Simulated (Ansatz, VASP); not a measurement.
## Si2Mo: VASP beside Ansatz

Contents of INCAR:

```
SYSTEM = Si2Mo
PREC     = Accurate       ! precision mode
ENCUT    = 520            ! plane-wave cutoff, eV
EDIFF    = 1E-6           ! SCF threshold, eV
ISMEAR   = 0              ! smearing method
SIGMA    = 0.15           ! smearing width, eV
LREAL    = .FALSE.        ! projectors in reciprocal space
LASPH    = .TRUE.         ! aspherical terms in the spheres
NELM     = 60             ! most SCF steps
ALGO     = Normal         ! electronic algorithm
ISIF     = 2              ! what is computed and relaxed
LWAVE    = .FALSE.        ! write WAVECAR
LCHARG   = .TRUE.         ! write CHGCAR
GGA      = PS             ! functional
LELF     = .TRUE.         ! ELF
LVHAR    = .TRUE.       
NBANDS   = 18             ! bands
```

KPOINTS

```
regular mesh
0
G
  18 18 18
  0 0 0
```

Contents of POSCAR:

```
Si2Mo
1.0
   -1.5552445885      1.5552445885      3.8131363385
    1.5552445885     -1.5552445885      3.8131363385
    1.5552445885      1.5552445885     -3.8131363385
Si Mo
2 1
Direct
    0.3350567058      0.3060934158     -0.0289632900
    0.6649432942      0.6359800042     -0.0289632900
    0.0000000000      0.0169553726      0.0169553726
```

Input for Ansatz:

```yaml
crystal:
  lattice:
    - [-1.5552445885, 1.5552445885, 3.8131363385]
    - [1.5552445885, -1.5552445885, 3.8131363385]
    - [1.5552445885, 1.5552445885, -3.8131363385]
  atoms:
    - { symbol: Si, position: [0.3350567058, 0.3060934158, -0.02896329] }
    - { symbol: Si, position: [0.6649432942, 0.6359800042, -0.02896329] }
    - { symbol: Mo, position: [0.0, 0.0169553726, 0.0169553726] }
basis:
  ecutwfc: 420
kpoints:
  mp_grid: { grid: [18, 18, 18] }
hamiltonian:
  xc: pbesol
  pseudopotentials: { kind: paw, azcp: { folder: soft_1 } }
scf:
  occupations: { method: gaussian, width: 0.15 }
output:
  forces: true
  stress: true
  eigenvalues: true
  write_density: true
  write_potential: true
  elf: true
  volumetric_format: npy
```

Change from the starting cell: mode 4 frozen in at -0.092 Å, equal normal strain along x, y and z -0.0250.

Alike in both runs: task single point; functional PBEsol; k mesh 18 × 18 × 18; occupations gaussian, width 0.15 eV; no spin polarisation.

```csv
,VASP,Ansatz
version,VASP 6.6.1,Ansatz 0.2.0
potentials or method,"VASP PAW PBE potentials, release 64 (Si, Mo_sv), cutoff 520 eV","scalar-relativistic, plane waves, PAW"
valence electrons in the cell,22,22
```

|  | VASP | Ansatz | Ansatz less VASP |
| --- | --- | --- | --- |
| gap on the k mesh at the Fermi level (eV) | none | none | - |
| pressure (GPa) | 22.2 | 21.8 | -0.40 |
| traceless stress, the component that is largest in VASP (GPa) | -1.59 | -1.59 | +0.004 |
| rms of the force components (eV/Å) | 0.819 | 0.812 | -0.0073 |

VASP's potentials were made for PBE, not for PBEsol, and Ansatz warns of the same on its side. Atom by atom the forces differ by 0.008 eV/Å (rms over components). A gap of «none» marks a metal or a gap that the smearing closes. With one functional, cell and mesh, what is left measures potentials, basis and numerics.
